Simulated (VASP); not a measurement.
# AlRu (I4/mmm) in VASP: a series of runs

Runs on AlRu. Level: PBE. Tasks: single point.

Program: VASP 6.6.1. These are calculated values, not measurements. Logs are shortened: lines on timing, memory, paths and dates and some standing lists are left out, and cuts for length are marked.

## (1) The cell of the first run

The structure is tetragonal, space group I4/mmm (No. 139). Conventional cell: a = 4.248 Å, b = 4.248 Å, c = 6.008 Å, α = 90.00°, β = 90.00°, γ = 90.00°. Al (site symmetry 4mm) has 8 Ru at 2.49 to 2.72 Å and 6 Al at 2.60 to 3.40 Å within 3.5 Å. Within 3.3 Å of Ru (site symmetry mmm) lie 8 Al at 2.49 to 2.72 Å and 6 Ru at 3.00 Å.

## (2) Single point, PBE (atoms displaced along a vibrational mode)

INCAR

```
SYSTEM = AlRu
ALGO = Fast
EDIFF = 1E-6
ENCUT = 520
GGA = PE
ISIF = 2
ISMEAR = 0
LASPH = .TRUE.
LCHARG = .FALSE.
LREAL = .FALSE.
LWAVE = .FALSE.
NBANDS = 25
NELM = 60
PREC = Accurate
SIGMA = 0.15
```

KPOINTS

```
k-points
0
G
  18 18 18
  0 0 0
```

POSCAR

```
AlRu
1.0
   -3.0040847246      0.0000000000     -3.0040847246
    0.0000000000     -3.0040847246     -3.0040847246
   -3.0040847246     -3.0040847246      0.0000000000
Al Ru
2 2
Direct
    0.5332880092      0.4667119908      0.4667119908
   -0.0332880092      0.0332880092      0.0332880092
    0.2500000000      0.2500000000      0.2500000000
    0.7500000000      0.7500000000      0.7500000000
```

Potentials or basis: VASP PAW PBE potentials, release 64 (Al, Ru_pv).

Run with:

```console
$ cat potpaw_PBE.64/Al/POTCAR potpaw_PBE.64/Ru_pv/POTCAR > POTCAR
$ mpirun -np 1 vasp_std > vasp.out
```

OUTCAR:

```text
SYSTEM = AlRu
   EDIFF = 1E-6
   ENCUT = 520
   GGA = PE
   ISIF = 2
   ISMEAR = 0
   LASPH = .TRUE.
   LREAL = .FALSE.
   NELM = 60
   PREC = Accurate

 ion  position               nearest neighbor table
   1  0.533  0.467  0.467-   3 2.49   3 2.49   4 2.49   4 2.49   2 2.60   4 2.72   3 2.72   3 2.72
                             4 2.72   2 3.03   2 3.03   2 3.03   2 3.03
   2  0.967  0.033  0.033-   4 2.49   4 2.49   3 2.49   3 2.49   1 2.60   4 2.72   3 2.72   3 2.72
                             4 2.72   1 3.03   1 3.03   1 3.03   1 3.03
   3  0.250  0.250  0.250-   2 2.49   1 2.49   2 2.49   1 2.49   2 2.72   1 2.72   1 2.72   2 2.72
                             4 3.00   4 3.00   4 3.00   4 3.00   4 3.00   4 3.00
   4  0.750  0.750  0.750-   1 2.49   1 2.49   2 2.49   2 2.49   2 2.72   1 2.72   1 2.72   2 2.72
                             3 3.00   3 3.00   3 3.00   3 3.00   3 3.00   3 3.00

  LATTYP: Found a face centered cubic cell.
 ALAT       =     6.0081694492

  Lattice vectors:

 A1 = (  -3.0040847246,   0.0000000000,  -3.0040847246)
 A2 = (   0.0000000000,  -3.0040847246,  -3.0040847246)
 A3 = (  -3.0040847246,  -3.0040847246,   0.0000000000)

Analysis of symmetry for initial positions (statically):
=====================================================================
 Subroutine PRICEL returns:
 Original cell was already a primitive cell.

 Routine SETGRP: Setting up the symmetry group for a
 face centered cubic supercell.

 Subroutine GETGRP returns: Found 16 space group operations
 (whereof  8 operations were pure point group operations)
 out of a pool of 48 trial point group operations.

The static configuration has the point symmetry C_4v.
 The point group associated with its full space group is D_4h.

Analysis of symmetry for dynamics (positions and initial velocities):
=====================================================================
 Subroutine PRICEL returns:
 Original cell was already a primitive cell.

 Routine SETGRP: Setting up the symmetry group for a
 face centered cubic supercell.

 Subroutine GETGRP returns: Found 16 space group operations
 (whereof  8 operations were pure point group operations)
 out of a pool of 48 trial point group operations.

The dynamic configuration has the point symmetry C_4v.
 The point group associated with its full space group is D_4h.

 Subroutine INISYM returns: Found 16 space group operations
 (whereof  8 operations are pure point group operations),
 and found     1 'primitive' translations

----------------------------------------------------------------------------------------

                                     Primitive cell

  volume of cell :      54.2209

  direct lattice vectors                    reciprocal lattice vectors
    -3.004084725  0.000000000 -3.004084725    -0.166440046  0.166440046 -0.166440046
     0.000000000 -3.004084725 -3.004084725     0.166440046 -0.166440046 -0.166440046
    -3.004084725 -3.004084725  0.000000000    -0.166440046 -0.166440046  0.166440046

  length of vectors
     4.248417360  4.248417360  4.248417360     0.288282616  0.288282616  0.288282616

  position of ions in fractional coordinates (direct lattice)
     0.533288009  0.466711991  0.466711991
     0.966711991  0.033288009  0.033288009
     0.250000000  0.250000000  0.250000000
     0.750000000  0.750000000  0.750000000

  ion indices of the primitive-cell ions
   primitive index   ion index
                 1           1
                 2           2
                 3           3
                 4           4

----------------------------------------------------------------------------------------

 KPOINTS: k-points

Automatic generation of k-mesh.
 Grid dimensions read from file:
 generate k-points for:   18   18   18

 Generating k-lattice:

  Cartesian coordinates                     Fractional coordinates (reciprocal lattice)
    -0.009246669  0.009246669 -0.009246669     0.055555556  0.000000000  0.000000000
     0.009246669 -0.009246669 -0.009246669     0.000000000  0.055555556  0.000000000
    -0.009246669 -0.009246669  0.009246669     0.000000000  0.000000000  0.055555556

  Length of vectors
     0.016015701  0.016015701  0.016015701

  Shift w.r.t. Gamma in fractional coordinates (k-lattice)
     0.000000000  0.000000000  0.000000000

 Subroutine IBZKPT returns following result:
 ===========================================

 Found    480 irreducible k-points:

 Following reciprocal coordinates:
            Coordinates               Weight
  0.000000  0.000000  0.000000      1.000000
  0.055556  0.000000  0.000000      8.000000
  0.111111  0.000000  0.000000      8.000000
  0.166667  0.000000  0.000000      8.000000
  0.222222  0.000000  0.000000      8.000000
  0.277778  0.000000  0.000000      8.000000
[... 16 lines left out ...]
  0.388889  0.055556  0.000000     16.000000
  0.000000  0.388889  0.055556      8.000000
 [... further k-points ...]
   k-points           NKPTS =    480   k-points in BZ     NKDIM =    480   number of bands    NBANDS=     25
   number of dos      NEDOS =    301   number of ions     NIONS =      4
   total plane-waves  NPLWV =  32768
   dimension x,y,z NGX =    32 NGY =   32 NGZ =   32
   dimension x,y,z NGXF=    64 NGYF=   64 NGZF=   64
   ions per type =               2   2
   NGX,Y,Z   is equivalent  to a cutoff of  12.52, 12.52, 12.52 a.u.
   NGXF,Y,Z  is equivalent  to a cutoff of  25.04, 25.04, 25.04 a.u.
 SYSTEM =  AlRu
   PREC   = accura    normal or accurate (medium, high low for compatibility)
   ISTART =      0    job   : 0-new  1-cont  2-samecut
   ICHARG =      2    charge: 1-file 2-atom 10-const
   ISPIN  =      1    spin polarized calculation?
   LNONCOLLINEAR =      F non collinear calculations
   LSORBIT =      F    spin-orbit coupling
   LASPH  =      T    aspherical Exc in radial PAW
   ENCUT  =  520.0 eV  38.22 Ry    6.18 a.u.   7.90  7.90  7.90*2*pi/ulx,y,z
   NELM   =     60;   NELMIN=  2; NELMDL= -5     # of ELM steps
   EDIFF  = 0.1E-05   stopping-criterion for ELM
   LREAL  =      F    real-space projection
   EDIFFG = 0.1E-04   stopping-criterion for IOM
   NSW    =      0    number of steps for IOM
[... 5 lines left out ...]
   TEBEG  =    0.0;   TEEND  =   0.0 temperature during run
   PSTRESS=    0.0 pullay stress
   NELECT =      34.0000    total number of electrons
   NUPDOWN=      -1.0000    fix difference up-down
   EMIN   =  10.00;   EMAX   =-10.00  energy-range for DOS
   EFERMI =   0.00;   METHOD = LEGACY
   ISMEAR =     0;   SIGMA  =   0.15  broadening in eV -4-tet -1-fermi 0-gaus
   EFERMI_NEDOS =   21; number of points for ismear=-14 and -15
   IALGO  =     68    algorithm
   IMIX   =      4    mixing-type and parameters
     AMIX     =   0.40;   BMIX     =  1.00
     AMIX_MAG =   1.60;   BMIX_MAG =  1.00
  volume/ion in A,a.u.               =      13.56        91.48
  Fermi-wavevector in a.u.,A,eV,Ry     =   1.401239  2.647958 26.714651  1.963471
  Thomas-Fermi vector in A             =   2.524120
   LORBIT       =      0    0 simple, 1 ext, 2 COOP (PROOUT), +10 PAW based schemes
   GGA     = PE    functional components
   LHFCALC =     F    Hartree Fock is set to
   AEXX    =    0.0000 exact exchange contribution
   IVDW    =     0    specifies the selected vdW correction
   LEPSILON=     F    determine dielectric tensor
   LRPA    =     F    only Hartree local field effects (RPA)
 non-spin polarized calculation
 RMM-DIIS sequential band-by-band and
 Gauss-broadening in eV      SIGMA  =   0.15
  energy-cutoff  :      520.00
  volume of cell :       54.22
 maximum number of plane-waves:      1476
   NGX = 15   NGY = 15   NGZ = 15

 number of electron      34.0000012 magnetization

 Free energy of the ion-electron system (eV)
  ---------------------------------------------------
  ext. energy  EPLUGINS =         0.00000000
  ---------------------------------------------------
  free energy    TOTEN  =       -28.07525472 eV

  energy without entropy =      -28.03759856  energy(sigma->0) =      -28.05642664

 E-fermi :  10.5211     XC(G=0): -12.4868

 val. band max:       10.5210375681   @ k =   0.0556  -0.1111   0.1667
 cond. band min:      10.5220371573   @ k =   0.3889   0.3889   0.0000
 fundamental gap:      0.0009995892
 Fermi energy:        10.5211305511

 k-point     1 :       0.0000    0.0000    0.0000
  band No.  band energies     occupation
      1     -31.4279      2.00000
      2     -31.4279      2.00000
      3     -31.3959      2.00000
      4     -31.2441      2.00000
      5     -31.2345      2.00000
      6     -31.2345      2.00000
[... 17 lines left out ...]
     24      16.9059      0.00000
     25      18.6241      0.00000

 k-point     2 :       0.0556    0.0000    0.0000
  band No.  band energies     occupation
      1     -31.4271      2.00000
      2     -31.4270      2.00000
      3     -31.3948      2.00000
      4     -31.2454      2.00000
      5     -31.2356      2.00000
      6     -31.2354      2.00000
[... 17 lines left out ...]
     24      16.8685      0.00000
     25      18.7214      0.00000

 k-point     3 :       0.1111    0.0000    0.0000
  band No.  band energies     occupation
      1     -31.4248      2.00000
      2     -31.4244      2.00000
      3     -31.3916      2.00000
      4     -31.2492      2.00000
      5     -31.2387      2.00000
      6     -31.2383      2.00000
[... 552 lines left out ...]
 k-point    23 :       0.3889    0.0556    0.0000
  band No.  band energies     occupation
      1     -31.4160      2.00000
      2     -31.3801      2.00000
      3     -31.3636      2.00000
      4     -31.2879      2.00000
      5     -31.2813      2.00000
      6     -31.2533      2.00000
[... 17 lines left out ...]
     24      16.9982      0.00000
     25      19.9767      0.00000

 k-point    24 :       0.0000    0.3889    0.0556
  band No.  band energies     occupation
      1     -31.4077      2.00000
      2     -31.4046      2.00000
      3     -31.3296      2.00000
      4     -31.3167      2.00000
      5     -31.2630      2.00000
      6     -31.2606      2.00000
[... 17 lines left out ...]
     24      17.0335      0.00000
     25      20.1091      0.00000

 [... further k-points ...]

------------------------ aborting loop because EDIFF is reached ----------------------------------------

  FORCE on cell =-STRESS in cart. coord.  units (eV):
  Direction    XX          YY          ZZ          XY          YZ          ZX
  --------------------------------------------------------------------------------------
  -------------------------------------------------------------------------------------
  Total        1.0762511      1.5644861      1.0762511     -0.0000000      0.0000000      0.0000000
  in kB       31.8022367     46.2291344     31.8022367     -0.0000000      0.0000000      0.0000000
  external PRESSURE =      36.6112026 kB  Pullay stress =       0.0000000 kB

 VOLUME and BASIS-vectors are now :
 -----------------------------------------------------------------------------
  energy-cutoff  :      520.00
  volume of cell :       54.22
      direct lattice vectors                 reciprocal lattice vectors
    -3.004084725  0.000000000 -3.004084725    -0.166440046  0.166440046 -0.166440046
     0.000000000 -3.004084725 -3.004084725     0.166440046 -0.166440046 -0.166440046
    -3.004084725 -3.004084725  0.000000000    -0.166440046 -0.166440046  0.166440046

 POSITION                                       TOTAL-FORCE (eV/Angst)
 -----------------------------------------------------------------------------------
     -3.00408     -2.80408     -3.00408         0.000000     -2.441094      0.000000
     -3.00408     -0.20000     -3.00408         0.000000      2.441094      0.000000
     -1.50204     -1.50204     -1.50204        -0.000000     -0.000000      0.000000
     -4.50613     -4.50613     -4.50613         0.000000     -0.000000      0.000000
 -----------------------------------------------------------------------------------
    total drift:                                0.000000      0.000000     -0.000000

  FREE ENERGIE OF THE ION-ELECTRON SYSTEM (eV)
  ---------------------------------------------------
  free  energy   TOTEN  =       -28.0752547246 eV

  energy  without entropy=      -28.0375985564  energy(sigma->0) =      -28.05642664
```

Run time: 5.6 min. Hardware: 1 thread of Intel Xeon 8259CL, shared host; peak memory 0.61 GiB.

Results:

- Free energy: -28.0753 eV
- Pressure: 3.7 GPa
- Largest force: 2.441 eV/Å
- Band gap on the k mesh: zero (bands 17 and 18 overlap by 2.45 eV)

Forces on the atoms (eV/Å):
```
Al   0.000 -2.441  0.000
Al   0.000  2.441  0.000
Ru   0.000  0.000  0.000
Ru   0.000  0.000  0.000
```

Stress tensor (GPa, compression positive):
```
3.18 0.00 0.00
0.00 4.62 0.00
0.00 0.00 3.18
```

Caveat: the cell differs from its parent crystal (atoms displaced along a vibrational mode); the cell stands under pressure; forces of over 1 eV/Å act on the atoms, so gaps and moduli don't describe the material at rest.

## (3) Single point, PBE (atoms displaced along a vibrational mode)

INCAR

```
SYSTEM = AlRu
PREC     = Accurate       ! precision mode
ENCUT    = 520            ! plane-wave cutoff, eV
EDIFF    = 1E-6           ! SCF threshold, eV
ISMEAR   = 0              ! smearing method
SIGMA    = 0.15           ! smearing width, eV
LREAL    = .FALSE.        ! projectors in reciprocal space
LASPH    = .TRUE.         ! aspherical terms in the spheres
NELM     = 60             ! most SCF steps
ALGO     = Fast           ! electronic algorithm
ISIF     = 2              ! what is computed and relaxed
LWAVE    = .FALSE.        ! write WAVECAR
LCHARG   = .FALSE.        ! write CHGCAR
GGA      = PE             ! functional
NBANDS   = 25             ! bands
```

KPOINTS

```
regular mesh
0
G
  18 18 18
  0 0 0
```

POSCAR, as its differences from that of step 2:

```diff
@@ -8,4 +8,4 @@
 Direct
-    0.5332880092      0.4667119908      0.4667119908
-   -0.0332880092      0.0332880092      0.0332880092
+    0.4750339931      0.5249660069      0.5249660069
+    0.0249660069     -0.0249660069     -0.0249660069
     0.2500000000      0.2500000000      0.2500000000
```

Potentials or basis: VASP PAW PBE potentials, release 64 (Al, Ru_pv).

Run with:

```console
$ cat potpaw_PBE.64/Al/POTCAR potpaw_PBE.64/Ru_pv/POTCAR > POTCAR
$ mpirun -np 1 vasp_std > vasp.out
```

Wall time 6.8 min (1 thread of Intel Xeon 8259CL, shared host); peak memory 0.61 GiB.

The run converged. Its results:

| Property | Result |
| --- | --- |
| Free energy | -28.2835 eV |
| Pressure | 2.0 GPa |
| Largest force | 1.740 eV/Å |
| Band gap on the k mesh | zero (bands 17 and 18 overlap by 2.55 eV) |

Forces on the atoms (eV/Å):
```
Al   0.000  1.740  0.000
Al   0.000 -1.740  0.000
Ru   0.000  0.000  0.000
Ru   0.000  0.000  0.000
```

Stress tensor (GPa, compression positive):
```
1.80 0.00 0.00
0.00 2.49 0.00
0.00 0.00 1.80
```

Levels at points of the mesh, in eV from the Fermi level:
| k point | band 13 | band 14 | band 15 | band 16 | band 17 | band 18 | band 19 | band 20 | band 21 | band 22 |
| --- | --- | --- | --- | --- | --- | --- | --- | --- | --- | --- |
| (0.00, 0.00, 0.00) | 0.12 | 0.18 | 0.18 | 1.58 | 1.59 | 2.50 | 3.86 | 3.86 | 4.17 | 6.16 |
| (0.50, 0.00, 0.00) | -1.75 | -1.35 | -1.32 | -1.22 | -1.20 | -0.96 | 5.01 | 5.08 | 5.53 | 5.62 |
| (0.50, 0.50, 0.00) | -1.55 | -1.36 | -1.30 | -1.16 | -1.16 | 0.42 | 1.49 | 2.25 | 5.25 | 6.04 |
| (0.00, 0.50, 0.50) | -1.64 | -1.34 | -1.34 | -1.08 | -1.08 | 0.36 | 1.49 | 2.26 | 5.23 | 6.07 |

Caveat: the cell differs from its parent crystal (atoms displaced along a vibrational mode); forces of over 1 eV/Å act on the atoms, so gaps and moduli don't describe the material at rest.
